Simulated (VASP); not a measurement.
# BiF2 (I4/mmm) in VASP: notebook

The runs below take BiF2 through single point, with PBE.

All numbers are computed with VASP 6.6.1; they aren't measurements. Logs are shortened: lines on timing, memory, paths and dates and some standing lists are left out, and cuts for length are marked.

## (1) The cell of the first run

It takes space group I4/mmm (No. 139, tetragonal). The conventional cell has a = 3.811 Å, b = 3.811 Å, c = 6.969 Å, α = 90.00°, β = 90.00°, γ = 90.00°. Bi (site symmetry 4/mmm) has 8 F at 2.58 Å within 3.4 Å. Within 3.5 Å of F (site symmetry -4m2) lie 4 Bi at 2.58 Å and 6 F at 2.69 to 3.48 Å.

## (2) Single point, PBE

Input file INCAR:

```
SYSTEM = BiF2
  PREC = Accurate
  ENCUT = 520
  EDIFF = 1E-6
  ISMEAR = 0
  SIGMA = 0.1
  LREAL = .False.
  LASPH = .True.
  NELM = 60
  ALGO = Normal
  ISIF = 2
  LWAVE = .False.
  LCHARG = .False.
  GGA = PE
  NBANDS = 38
```

Input file KPOINTS:

```
regular mesh
0
Gamma
  6 6 2
  0 0 0
```

Input file POSCAR:

```
BiF2
1.0
    3.8107541262      0.0000000000      0.0000000000
    0.0000000000      3.8107541262      0.0000000000
    0.0000000000      0.0000000000      6.9688670719
Bi F
2 4
Direct
    0.0000000000      0.0000000000      0.0000000000
    0.5000000000      0.5000000000      0.5000000000
    0.0000000000      0.5000000000      0.2499988782
    0.0000000000      0.5000000000      0.7499988782
    0.5000000000      0.0000000000      0.2500011218
    0.5000000000      0.0000000000      0.7500011218
```

Potentials or basis: VASP PAW PBE potentials, release 64 (Bi_d, F).

Started as:

```sh
$ cat potpaw_PBE.64/Bi_d/POTCAR potpaw_PBE.64/F/POTCAR > POTCAR
$ mpirun -np 1 vasp_std > vasp.out
```

OUTCAR:

```text
SYSTEM = BiF2
   PREC = Accurate
   ENCUT = 520
   EDIFF = 1E-6
   ISMEAR = 0
   LREAL = .False.
   LASPH = .True.
   NELM = 60
   ISIF = 2
   GGA = PE

 ion  position               nearest neighbor table
   1  0.000  0.000  0.000-   3 2.58   6 2.58   3 2.58   6 2.58   5 2.58   4 2.58   5 2.58   4 2.58

   2  0.500  0.500  0.500-   4 2.58   5 2.58   5 2.58   4 2.58   3 2.58   6 2.58   3 2.58   6 2.58

   3  0.000  0.500  0.250-   1 2.58   1 2.58   2 2.58   2 2.58
   4  0.000  0.500  0.750-   2 2.58   2 2.58   1 2.58   1 2.58
   5  0.500  0.000  0.250-   2 2.58   2 2.58   1 2.58   1 2.58
   6  0.500  0.000  0.750-   1 2.58   1 2.58   2 2.58   2 2.58

  LATTYP: Found a simple tetragonal cell.
 ALAT       =     3.8107541262
 C/A-ratio  =     1.8287370009

  Lattice vectors:

 A1 = (   3.8107541262,   0.0000000000,   0.0000000000)
 A2 = (   0.0000000000,   3.8107541262,   0.0000000000)
 A3 = (   0.0000000000,   0.0000000000,   6.9688670719)

Analysis of symmetry for initial positions (statically):
=====================================================================
 Subroutine PRICEL returns following result:

  LATTYP: Found a body centered tetragonal cell.
 ALAT       =     3.8107541262
 C/A-ratio  =     1.8287370009

  Lattice vectors:

 A1 = (   1.9053770631,  -1.9053770631,  -3.4844335359)
 A2 = (  -1.9053770631,   1.9053770631,  -3.4844335360)
 A3 = (   1.9053770631,   1.9053770631,   3.4844335360)

   2 primitive cells build up your supercell.

 Routine SETGRP: Setting up the symmetry group for a
 simple tetragonal supercell.

 Subroutine GETGRP returns: Found 16 space group operations
 (whereof 16 operations were pure point group operations)
 out of a pool of 16 trial point group operations.

The static configuration has the point symmetry D_4h.

Analysis of symmetry for dynamics (positions and initial velocities):
=====================================================================
 Subroutine PRICEL returns following result:

  LATTYP: Found a body centered tetragonal cell.
 ALAT       =     3.8107541262
 C/A-ratio  =     1.8287370009

  Lattice vectors:

 A1 = (   1.9053770631,  -1.9053770631,  -3.4844335359)
 A2 = (  -1.9053770631,   1.9053770631,  -3.4844335360)
 A3 = (   1.9053770631,   1.9053770631,   3.4844335360)

   2 primitive cells build up your supercell.

 Routine SETGRP: Setting up the symmetry group for a
 simple tetragonal supercell.

 Subroutine GETGRP returns: Found 16 space group operations
 (whereof 16 operations were pure point group operations)
 out of a pool of 16 trial point group operations.

The dynamic configuration has the point symmetry D_4h.

 Subroutine INISYM returns: Found 16 space group operations
 (whereof 16 operations are pure point group operations),
 and found     2 'primitive' translations

----------------------------------------------------------------------------------------

                                     Primitive cell

  volume of cell :      50.6004

  direct lattice vectors                    reciprocal lattice vectors
     1.905377063 -1.905377063 -3.484433536     0.262415251  0.000000000 -0.143495347
    -1.905377063  1.905377063 -3.484433536     0.000000000  0.262415251 -0.143495347
     1.905377063  1.905377063  3.484433536     0.262415251  0.262415251  0.000000000

  length of vectors
     4.404792909  4.404792909  4.404792909     0.299086406  0.299086406  0.371111207

  position of ions in fractional coordinates (direct lattice)
     0.000000000  0.000000000  0.000000000
     0.750001122  0.250001122  0.500000000
     0.250001122  0.750001122  0.500000000

  ion indices of the primitive-cell ions
   primitive index   ion index
                 1           1
                 2           3
                 3           4

----------------------------------------------------------------------------------------

 KPOINTS: regular mesh

Automatic generation of k-mesh.
 Grid dimensions read from file:
 generate k-points for:    6    6    2

 Generating k-lattice:

  Cartesian coordinates                     Fractional coordinates (reciprocal lattice)
     0.043735875  0.000000000  0.000000000     0.166666667  0.000000000  0.000000000
     0.000000000  0.043735875  0.000000000     0.000000000  0.166666667  0.000000000
     0.000000000  0.000000000  0.071747674     0.000000000  0.000000000  0.500000000

  Length of vectors
     0.043735875  0.043735875  0.071747674

  Shift w.r.t. Gamma in fractional coordinates (k-lattice)
     0.000000000  0.000000000  0.000000000

 Subroutine IBZKPT returns following result:
 ===========================================

 Found     20 irreducible k-points:

 Following reciprocal coordinates:
            Coordinates               Weight
  0.000000  0.000000  0.000000      1.000000
  0.166667  0.000000  0.000000      4.000000
  0.333333  0.000000  0.000000      4.000000
  0.500000  0.000000  0.000000      2.000000
  0.166667  0.166667  0.000000      4.000000
  0.333333  0.166667  0.000000      8.000000
[... 12 lines left out ...]
  0.500000  0.333333  0.500000      4.000000
  0.500000  0.500000  0.500000      1.000000
   k-points           NKPTS =     20   k-points in BZ     NKDIM =     20   number of bands    NBANDS=     38
   number of dos      NEDOS =    301   number of ions     NIONS =      6
   total plane-waves  NPLWV =  42336
   dimension x,y,z NGX =    28 NGY =   28 NGZ =   54
   dimension x,y,z NGXF=    56 NGYF=   56 NGZF=  108
   ions per type =               2   4
   NGX,Y,Z   is equivalent  to a cutoff of  12.22, 12.22, 12.88 a.u.
   NGXF,Y,Z  is equivalent  to a cutoff of  24.43, 24.43, 25.76 a.u.
 SYSTEM =  BiF2
   PREC   = accura    normal or accurate (medium, high low for compatibility)
   ISTART =      0    job   : 0-new  1-cont  2-samecut
   ICHARG =      2    charge: 1-file 2-atom 10-const
   ISPIN  =      1    spin polarized calculation?
   LNONCOLLINEAR =      F non collinear calculations
   LSORBIT =      F    spin-orbit coupling
   LASPH  =      T    aspherical Exc in radial PAW
   ENCUT  =  520.0 eV  38.22 Ry    6.18 a.u.   7.09  7.09 12.96*2*pi/ulx,y,z
   NELM   =     60;   NELMIN=  2; NELMDL= -5     # of ELM steps
   EDIFF  = 0.1E-05   stopping-criterion for ELM
   LREAL  =      F    real-space projection
   EDIFFG = 0.1E-04   stopping-criterion for IOM
   NSW    =      0    number of steps for IOM
   IBRION =     -1    ionic relax: 0-MD 1-quasi-New 2-CG
   NFREE  =      0    steps in history (QN), initial steepest desc. (CG)
   ISIF   =      2    stress and relaxation
   ISYM   =      2    0-nonsym 1-usesym 2-fastsym
   POTIM  = 0.5000    time-step for ionic-motion
   TEBEG  =    0.0;   TEEND  =   0.0 temperature during run
   PSTRESS=    0.0 pullay stress
   NELECT =      58.0000    total number of electrons
   NUPDOWN=      -1.0000    fix difference up-down
   EMIN   =  10.00;   EMAX   =-10.00  energy-range for DOS
   EFERMI =   0.00;   METHOD = LEGACY
   ISMEAR =     0;   SIGMA  =   0.10  broadening in eV -4-tet -1-fermi 0-gaus
   EFERMI_NEDOS =   21; number of points for ismear=-14 and -15
   IALGO  =     38    algorithm
   IMIX   =      4    mixing-type and parameters
     AMIX     =   0.40;   BMIX     =  1.00
     AMIX_MAG =   1.60;   BMIX_MAG =  1.00
  volume/ion in A,a.u.               =      16.87       113.82
  Fermi-wavevector in a.u.,A,eV,Ry     =   1.359845  2.569735 25.159608  1.849179
  Thomas-Fermi vector in A             =   2.486558
   LORBIT       =      0    0 simple, 1 ext, 2 COOP (PROOUT), +10 PAW based schemes
   GGA     = PE    functional components
   LHFCALC =     F    Hartree Fock is set to
   AEXX    =    0.0000 exact exchange contribution
   IVDW    =     0    specifies the selected vdW correction
   LEPSILON=     F    determine dielectric tensor
   LRPA    =     F    only Hartree local field effects (RPA)
 non-spin polarized calculation
 Gauss-broadening in eV      SIGMA  =   0.10
  energy-cutoff  :      520.00
  volume of cell :      101.20
 maximum number of plane-waves:      2752
   NGX = 15   NGY = 15   NGZ = 25

 number of electron      58.0000001 magnetization

 Free energy of the ion-electron system (eV)
  ---------------------------------------------------
  ext. energy  EPLUGINS =         0.00000000
  ---------------------------------------------------
  free energy    TOTEN  =       -25.39628854 eV

  energy without entropy =      -25.37488963  energy(sigma->0) =      -25.38558909

 E-fermi :   6.1216     XC(G=0):  -9.9628

 val. band max:        6.0674347942   @ k =   0.0000   0.0000   0.0000
 cond. band min:       6.1412298375   @ k =   0.3333   0.1667   0.5000
 fundamental gap:      0.0737950433
 Fermi energy:         6.1215519569

 k-point     1 :       0.0000    0.0000    0.0000
  band No.  band energies     occupation
      1     -18.7313      2.00000
      2     -18.6208      2.00000
      3     -18.4637      2.00000
      4     -18.3514      2.00000
      5     -18.2974      2.00000
      6     -18.2974      2.00000
[... 30 lines left out ...]
     37      14.6288      0.00000
     38      15.2740      0.00000

 k-point     2 :       0.1667    0.0000    0.0000
  band No.  band energies     occupation
      1     -18.6772      2.00000
      2     -18.6035      2.00000
      3     -18.5956      2.00000
      4     -18.4084      2.00000
      5     -18.3482      2.00000
      6     -18.2956      2.00000
[... 30 lines left out ...]
     37      15.4363      0.00000
     38      15.7123      0.00000

 k-point     3 :       0.3333    0.0000    0.0000
  band No.  band energies     occupation
      1     -18.7127      2.00000
      2     -18.5900      2.00000
      3     -18.5628      2.00000
      4     -18.5376      2.00000
      5     -18.3440      2.00000
      6     -18.3032      2.00000
[... 30 lines left out ...]
     37      15.4734      0.00000
     38      16.9861      0.00000

 k-point     4 :       0.5000    0.0000    0.0000
  band No.  band energies     occupation
      1     -18.7071      2.00000
      2     -18.7071      2.00000
      3     -18.5019      2.00000
      4     -18.5019      2.00000
      5     -18.3370      2.00000
      6     -18.3370      2.00000
[... 30 lines left out ...]
     37      16.1320      0.00000
     38      16.1320      0.00000
[... 539 lines left out ...]
      4     -18.6436      2.00000
      5     -18.3290      2.00000
      6     -18.3290      2.00000
[... 30 lines left out ...]
     37      15.8815      0.00000
     38      15.8815      0.00000

 k-point    19 :       0.5000    0.3333    0.5000
  band No.  band energies     occupation
      1     -18.7271      2.00000
      2     -18.7271      2.00000
      3     -18.6429      2.00000
      4     -18.6429      2.00000
      5     -18.3276      2.00000
      6     -18.3276      2.00000
[... 30 lines left out ...]
     37      16.1692      0.00000
     38      16.1692      0.00000

 k-point    20 :       0.5000    0.5000    0.5000
  band No.  band energies     occupation
      1     -18.7049      2.00000
      2     -18.7049      2.00000
      3     -18.7049      2.00000
      4     -18.7049      2.00000
      5     -18.3252      2.00000
      6     -18.3252      2.00000
[... 30 lines left out ...]
     37      16.6065      0.00000
     38      16.6065      0.00000

------------------------ aborting loop because EDIFF is reached ----------------------------------------

  FORCE on cell =-STRESS in cart. coord.  units (eV):
  Direction    XX          YY          ZZ          XY          YZ          ZX
  --------------------------------------------------------------------------------------
  -------------------------------------------------------------------------------------
  Total        0.0427338      0.0427338     -0.2389728      0.0000000     -0.0000000      0.0000000
  in kB        0.6765479      0.6765479     -3.7833364      0.0000000     -0.0000000      0.0000000
  external PRESSURE =      -0.8100802 kB  Pullay stress =       0.0000000 kB

 VOLUME and BASIS-vectors are now :
 -----------------------------------------------------------------------------
  energy-cutoff  :      520.00
  volume of cell :      101.20
      direct lattice vectors                 reciprocal lattice vectors
     3.810754126  0.000000000  0.000000000     0.262415251  0.000000000  0.000000000
     0.000000000  3.810754126  0.000000000     0.000000000  0.262415251  0.000000000
     0.000000000  0.000000000  6.968867072     0.000000000  0.000000000  0.143495347

 POSITION                                       TOTAL-FORCE (eV/Angst)
 -----------------------------------------------------------------------------------
      0.00000      0.00000      0.00000        -0.000000     -0.000000      0.000000
      1.90538      1.90538      3.48443        -0.000000     -0.000000     -0.000000
      0.00000      1.90538      1.74221         0.000000      0.000000      0.000000
      0.00000      1.90538      5.22664        -0.000000      0.000000      0.000000
      1.90538      0.00000      1.74222         0.000000     -0.000000      0.000000
      1.90538      0.00000      5.22666         0.000000     -0.000000      0.000000
 -----------------------------------------------------------------------------------
    total drift:                                0.000000     -0.000000      0.000000

  FREE ENERGIE OF THE ION-ELECTRON SYSTEM (eV)
  ---------------------------------------------------
  free  energy   TOTEN  =       -25.3962885421 eV

  energy  without entropy=      -25.3748896299  energy(sigma->0) =      -25.38558909
```

It used 38 s of CPU time on 1 thread of Intel(R) Xeon(R) 6975P-C (Granite Rapids) (shared host).

What came out:

```yaml
Free_energy: -25.3963 eV
Pressure: -0.1 GPa
Band_gap_on_the_k_mesh: zero (bands 29 and 30 overlap by 2.30 eV)
```

Caveat: the k points lie up to 0.45 Å⁻¹ apart, too coarse for converged energies and pressures of a metal; spin-orbit coupling is left out, which moves the levels of the heavy elements.

## (3) Single point, PBE

This run uses another cell than the first one: it holds 3 atoms, not 6.

Input file INCAR:

```
PREC     = Accurate       # precision mode
ENCUT    = 520            # plane-wave cutoff, eV
EDIFF    = 1E-6           # SCF threshold, eV
ISMEAR   = 0              # smearing method
SIGMA    = 0.1            # smearing width, eV
LREAL    = F              # projectors in reciprocal space
LASPH    = T              # aspherical terms in the spheres
NELM     = 60             # most SCF steps
ALGO     = Normal         # electronic algorithm
ISIF     = 2              # what is computed and relaxed
LWAVE    = F              # write WAVECAR
LCHARG   = T              # write CHGCAR
GGA      = PE             # functional
LELF     = T              # ELF
LVHAR    = T            
NBANDS   = 22             # bands
```

Input file KPOINTS:

```
Automatic mesh
0
Gamma
  18 18 18
```

Input file POSCAR:

```
BiF2
1.0
   -1.9076906351      1.9076906351      3.4819185594
    1.9076906351     -1.9076906351      3.4819185594
    1.9076906351      1.9076906351     -3.4819185594
Bi F
1 2
Direct
    0.0000000000      0.0000000000      0.0000000000
    0.7500000000      0.2500000000      0.5000000000
    0.2500000000      0.7500000000      0.5000000000
```

Potentials or basis: VASP PAW PBE potentials, release 64 (Bi_d, F).

Started as:

```sh
$ cat potpaw_PBE.64/Bi_d/POTCAR potpaw_PBE.64/F/POTCAR > POTCAR
$ mpirun -np 1 vasp_std > vasp.out
```

It took 4.2 min on 1 thread of Intel Xeon 6975P-C (Granite Rapids), shared host; peak memory 0.56 GiB.

Results (log left out):

| Property | Result |
| --- | --- |
| Free energy | -12.7135 eV |
| Pressure | -0.2 GPa |
| Band gap on the k mesh | zero (an odd number of electrons rules out a gap without spin polarisation) |

Levels at points of the mesh, in eV from the Fermi level:
```tsv
k point	band 10	band 11	band 12	band 13	band 14	band 15	band 16	band 17	band 18	band 19
(0.00, 0.00, 0.00)	-6.21	-6.21	-5.74	-4.82	-4.82	1.54	1.54	2.43	6.14	9.27
(0.50, 0.00, 0.00)	-6.37	-5.85	-5.78	-5.50	-4.34	-0.33	2.61	2.78	9.01	9.14
(0.50, 0.50, 0.00)	-7.24	-5.58	-5.29	-4.46	-4.44	-1.12	1.77	3.16	4.69	10.95
(0.50, 0.50, 0.50)	-6.87	-5.40	-4.62	-4.62	-4.04	0.06	2.88	2.88	4.91	8.64
```

Caveat: spin-orbit coupling is left out, which moves the levels of the heavy elements; an odd number of electrons without spin polarisation forces a metal; a magnetic or distorted state may lie lower.
